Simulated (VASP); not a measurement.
# Zr2NbN3 (P4/mmm) in VASP: notebook, part 2 of 3

VASP 6.6.1. The steps go on from the part before.

### Step 3. Relaxation of cell and atoms, PBE

This run uses another cell than the first one, of 15.68 Å³/atom.

INCAR

```
SYSTEM = Zr2NbN3
ALGO = Normal ; EDIFF = 1E-6
EDIFFG = -0.04 ; ENCUT = 600
GGA = PE ; IBRION = 2
ISIF = 3 ; ISMEAR = 0
LASPH = .TRUE. ; LCHARG = .FALSE.
LREAL = .FALSE. ; LWAVE = .FALSE.
NELM = 80 ; NSW = 90
PREC = Accurate ; SIGMA = 0.1
```

KPOINTS

```
k-points
0
G
  4 4 4
  0 0 0
```

POSCAR

```
Zr2NbN3
1.0
    4.7528548900      0.0000000000      0.0000000000
    0.0000000000      4.7528548900      0.0000000000
    0.0000000000      0.0000000000      4.1641988600
Zr Nb N
2 1 3
Direct
    0.5000000000      0.0000000000      0.0000000000
    0.0000000000      0.5000000000      0.0000000000
    0.0000000000      0.0000000000      0.0000000000
    0.0000000000      0.0000000000      0.5000000000
    0.5000000000      0.5000000000      0.1566867500
    0.5000000000      0.5000000000      0.8433132500
```

Potentials or basis: VASP PAW PBE potentials, release 64 (Zr_sv, Nb_sv, N).

Run with:

```bash
$ cat potpaw_PBE.64/Zr_sv/POTCAR potpaw_PBE.64/Nb_sv/POTCAR potpaw_PBE.64/N/POTCAR > POTCAR
$ mpirun -np 1 vasp_std > vasp.out
```

OUTCAR:

```text
SYSTEM = Zr2NbN3
   EDIFF = 1E-6
   EDIFFG = -0.04
   ENCUT = 600
   GGA = PE
   IBRION = 2
   ISIF = 3
   ISMEAR = 0
   LASPH = .TRUE.
   LREAL = .FALSE.
   NELM = 80
   NSW = 90
   PREC = Accurate

 ion  position               nearest neighbor table
   1  0.500  0.000  0.000-   3 2.38   3 2.38   6 2.46   5 2.46   6 2.46   5 2.46   2 3.36   2 3.36
                             2 3.36   2 3.36
   2  0.000  0.500  0.000-   3 2.38   3 2.38   6 2.46   5 2.46   5 2.46   6 2.46   1 3.36   1 3.36
                             1 3.36   1 3.36
   3  0.000  0.000  0.000-   4 2.08   4 2.08   1 2.38   2 2.38   2 2.38   1 2.38
   4  0.000  0.000  0.500-   3 2.08   3 2.08
   5  0.500  0.500  0.157-   6 1.30   2 2.46   1 2.46   1 2.46   2 2.46
   6  0.500  0.500  0.843-   5 1.30   2 2.46   1 2.46   1 2.46   2 2.46

  LATTYP: Found a simple tetragonal cell.
 ALAT       =     4.7528548900
 C/A-ratio  =     0.8761468541

  Lattice vectors:

 A1 = (   4.7528548900,   0.0000000000,   0.0000000000)
 A2 = (   0.0000000000,   4.7528548900,   0.0000000000)
 A3 = (   0.0000000000,   0.0000000000,   4.1641988600)

Analysis of symmetry for initial positions (statically):
=====================================================================
 Subroutine PRICEL returns:
 Original cell was already a primitive cell.

 Routine SETGRP: Setting up the symmetry group for a
 simple tetragonal supercell.

 Subroutine GETGRP returns: Found 16 space group operations
 (whereof 16 operations were pure point group operations)
 out of a pool of 16 trial point group operations.

The static configuration has the point symmetry D_4h.

Analysis of symmetry for dynamics (positions and initial velocities):
=====================================================================
 Subroutine PRICEL returns:
 Original cell was already a primitive cell.

 Routine SETGRP: Setting up the symmetry group for a
 simple tetragonal supercell.

 Subroutine GETGRP returns: Found 16 space group operations
 (whereof 16 operations were pure point group operations)
 out of a pool of 16 trial point group operations.

The dynamic configuration has the point symmetry D_4h.

 Subroutine INISYM returns: Found 16 space group operations
 (whereof 16 operations are pure point group operations),
 and found     1 'primitive' translations

----------------------------------------------------------------------------------------

                                     Primitive cell

  volume of cell :      94.0677

  direct lattice vectors                    reciprocal lattice vectors
     4.752854890  0.000000000  0.000000000     0.210399859  0.000000000  0.000000000
     0.000000000  4.752854890  0.000000000     0.000000000  0.210399859  0.000000000
     0.000000000  0.000000000  4.164198860     0.000000000  0.000000000  0.240142230

  length of vectors
     4.752854890  4.752854890  4.164198860     0.210399859  0.210399859  0.240142230

  position of ions in fractional coordinates (direct lattice)
     0.500000000  0.000000000  0.000000000
     0.000000000  0.500000000  0.000000000
     0.000000000  0.000000000  0.000000000
     0.000000000  0.000000000  0.500000000
     0.500000000  0.500000000  0.156686750
     0.500000000  0.500000000  0.843313250

  ion indices of the primitive-cell ions
   primitive index   ion index
                 1           1
                 2           2
                 3           3
                 4           4
                 5           5
                 6           6

----------------------------------------------------------------------------------------

 KPOINTS: k-points

Automatic generation of k-mesh.
 Grid dimensions read from file:
 generate k-points for:    4    4    4

 Generating k-lattice:

  Cartesian coordinates                     Fractional coordinates (reciprocal lattice)
     0.052599965  0.000000000  0.000000000     0.250000000  0.000000000  0.000000000
     0.000000000  0.052599965  0.000000000     0.000000000  0.250000000  0.000000000
     0.000000000  0.000000000  0.060035557     0.000000000  0.000000000  0.250000000

  Length of vectors
     0.052599965  0.052599965  0.060035557

  Shift w.r.t. Gamma in fractional coordinates (k-lattice)
     0.000000000  0.000000000  0.000000000

 Subroutine IBZKPT returns following result:
 ===========================================

 Found     18 irreducible k-points:

 Following reciprocal coordinates:
            Coordinates               Weight
  0.000000  0.000000  0.000000      1.000000
  0.250000  0.000000  0.000000      4.000000
  0.500000  0.000000  0.000000      2.000000
  0.250000  0.250000  0.000000      4.000000
  0.500000  0.250000  0.000000      4.000000
  0.500000  0.500000  0.000000      1.000000
[... 10 lines left out ...]
  0.500000  0.250000  0.500000      4.000000
  0.500000  0.500000  0.500000      1.000000
   k-points           NKPTS =     18   k-points in BZ     NKDIM =     18   number of bands    NBANDS=     31
   number of dos      NEDOS =    301   number of ions     NIONS =      6
   total plane-waves  NPLWV =  57600
   dimension x,y,z NGX =    40 NGY =   40 NGZ =   36
   dimension x,y,z NGXF=    80 NGYF=   80 NGZF=   72
   ions per type =               2   1   3
   NGX,Y,Z   is equivalent  to a cutoff of  13.99, 13.99, 14.37 a.u.
   NGXF,Y,Z  is equivalent  to a cutoff of  27.98, 27.98, 28.74 a.u.
 SYSTEM =  Zr2NbN3
   PREC   = accura    normal or accurate (medium, high low for compatibility)
   ISTART =      0    job   : 0-new  1-cont  2-samecut
   ICHARG =      2    charge: 1-file 2-atom 10-const
   ISPIN  =      1    spin polarized calculation?
   LNONCOLLINEAR =      F non collinear calculations
   LSORBIT =      F    spin-orbit coupling
   LASPH  =      T    aspherical Exc in radial PAW
   ENCUT  =  600.0 eV  44.10 Ry    6.64 a.u.   9.49  9.49  8.32*2*pi/ulx,y,z
   NELM   =     80;   NELMIN=  2; NELMDL= -5     # of ELM steps
   EDIFF  = 0.1E-05   stopping-criterion for ELM
   LREAL  =      F    real-space projection
   EDIFFG = -.4E-01   stopping-criterion for IOM
   NSW    =     90    number of steps for IOM
   IBRION =      2    ionic relax: 0-MD 1-quasi-New 2-CG
   NFREE  =      1    steps in history (QN), initial steepest desc. (CG)
   ISIF   =      3    stress and relaxation
   ISYM   =      2    0-nonsym 1-usesym 2-fastsym
   POTIM  = 0.5000    time-step for ionic-motion
   TEBEG  =    0.0;   TEEND  =   0.0 temperature during run
   PSTRESS=    0.0 pullay stress
   NELECT =      52.0000    total number of electrons
   NUPDOWN=      -1.0000    fix difference up-down
   EMIN   =  10.00;   EMAX   =-10.00  energy-range for DOS
   EFERMI =   0.00;   METHOD = LEGACY
   ISMEAR =     0;   SIGMA  =   0.10  broadening in eV -4-tet -1-fermi 0-gaus
   EFERMI_NEDOS =   21; number of points for ismear=-14 and -15
   IALGO  =     38    algorithm
   IMIX   =      4    mixing-type and parameters
     AMIX     =   0.40;   BMIX     =  1.00
     AMIX_MAG =   1.60;   BMIX_MAG =  1.00
  volume/ion in A,a.u.               =      15.68       105.80
  Fermi-wavevector in a.u.,A,eV,Ry     =   1.343577  2.538992 24.561210  1.805198
  Thomas-Fermi vector in A             =   2.471639
   LORBIT       =      0    0 simple, 1 ext, 2 COOP (PROOUT), +10 PAW based schemes
   GGA     = PE    functional components
   LHFCALC =     F    Hartree Fock is set to
   AEXX    =    0.0000 exact exchange contribution
   IVDW    =     0    specifies the selected vdW correction
   LEPSILON=     F    determine dielectric tensor
   LRPA    =     F    only Hartree local field effects (RPA)
 conjugate gradient relaxation of ions
 non-spin polarized calculation
 Gauss-broadening in eV      SIGMA  =   0.10
  energy-cutoff  :      600.00
  volume of cell :       94.07
 maximum number of plane-waves:      3163
 NGX is ok and might be reduce to    40
   NGX = 19   NGY = 19   NGZ = 17

--------------------------------------- Ionic step        1  -------------------------------------------

 number of electron      51.9999998 magnetization

 Free energy of the ion-electron system (eV)
  ---------------------------------------------------
  ext. energy  EPLUGINS =         0.00000000
  ---------------------------------------------------
  free energy    TOTEN  =       -47.35273815 eV

  energy without entropy =      -47.32198190  energy(sigma->0) =      -47.33736002

------------------------ aborting loop because EDIFF is reached ----------------------------------------

  FORCE on cell =-STRESS in cart. coord.  units (eV):
  Direction    XX          YY          ZZ          XY          YZ          ZX
  --------------------------------------------------------------------------------------
  -------------------------------------------------------------------------------------
  Total        9.8198248      9.8198248      0.2291437      0.0000000      0.0000000      0.0000000
  in kB      167.2529357    167.2529357      3.9028152      0.0000000      0.0000000      0.0000000
  external PRESSURE =     112.8028955 kB  Pullay stress =       0.0000000 kB
[... 265 lines left out ...]
  energy  without entropy=      -47.8119427397  energy(sigma->0) =      -47.82236380

--------------------------------------- Ionic step        8  -------------------------------------------

 number of electron      52.0000005 magnetization

 Free energy of the ion-electron system (eV)
  ---------------------------------------------------
  ext. energy  EPLUGINS =         0.00000000
  ---------------------------------------------------
  free energy    TOTEN  =       -47.83397192 eV

  energy without entropy =      -47.81316693  energy(sigma->0) =      -47.82356943

 E-fermi :   7.0445     XC(G=0): -10.4504

 val. band max:        7.0228761617   @ k =   0.5000   0.2500   0.2500
 cond. band min:       7.0575203956   @ k =   0.5000   0.0000   0.0000
 fundamental gap:      0.0346442340
 Fermi energy:         7.0444828833

 k-point     1 :       0.0000    0.0000    0.0000
  band No.  band energies     occupation
      1     -47.3519      2.00000
      2     -42.5444      2.00000
      3     -42.5390      2.00000
      4     -24.2895      2.00000
      5     -24.2895      2.00000
      6     -23.5941      2.00000
[... 634 lines left out ...]
  FREE ENERGIE OF THE ION-ELECTRON SYSTEM (eV)
  ---------------------------------------------------
  free  energy   TOTEN  =       -47.8339719220 eV

  energy  without entropy=      -47.8131669290  energy(sigma->0) =      -47.82356943

 reached required accuracy - stopping structural energy minimisation
```

Wall time 8.5 min (1 thread of Intel Xeon 8259CL, shared host); peak memory 0.28 GiB.

Results:

| Item | Value |
| --- | --- |
| Free energy | -47.8340 eV |
| Relaxed volume | 16.93 Å³/atom |
| Relaxed cell | a = 4.999 Å, b = 4.999 Å, c = 4.066 Å, α = 90.00°, β = 90.00°, γ = 90.00° |
| Space group after relaxing (to 0.1 Å) | P4/mmm (No. 123) |
| Energy gained by relaxing | 80.2 meV/atom |
| Ionic steps | 8 |
| Pressure after relaxing | -0.2 GPa |
| Largest force after relaxing | 0.026 eV/Å |
| Band gap on the k mesh | zero (bands 26 and 27 overlap by 1.04 eV) |

Forces in eV/Å, atoms in the order of the input:
```
Zr   0.000  0.000  0.000
Zr   0.000  0.000  0.000
Nb   0.000  0.000  0.000
N    0.000  0.000  0.000
N    0.000  0.000  0.026
N    0.000  0.000 -0.026
```

Step by step:
```csv
step,energy change (eV),largest force (eV/Å),pressure (GPa),volume (Å³)
1,0.0000,1.7080,11.28,94.07
2,0.1161,3.5226,-11.09,109.71
3,-0.3643,1.2350,-1.31,100.73
4,-0.4334,1.7119,1.56,101.84
5,-0.4799,0.2123,0.06,101.47
6,-0.4799,0.2574,0.10,101.49
7,-0.4800,0.1868,-0.50,101.71
8,-0.4812,0.0258,-0.22,101.60
```

Final structure:
```
CELL_PARAMETERS angstrom
4.99907 0.00000 0.00000
0.00000 4.99907 0.00000
0.00000 0.00000 4.06553
ATOMIC_POSITIONS crystal
Zr 0.50000 0.00000 0.00000
Zr 0.00000 0.50000 0.00000
Nb 0.00000 0.00000 0.00000
N 0.00000 0.00000 0.50000
N 0.50000 0.50000 0.16044
N 0.50000 0.50000 0.83956
```

Caveat: the k points lie up to 0.39 Å⁻¹ apart in the final cell, too coarse for converged energies and pressures of a metal.

[end of part 2 of 3]
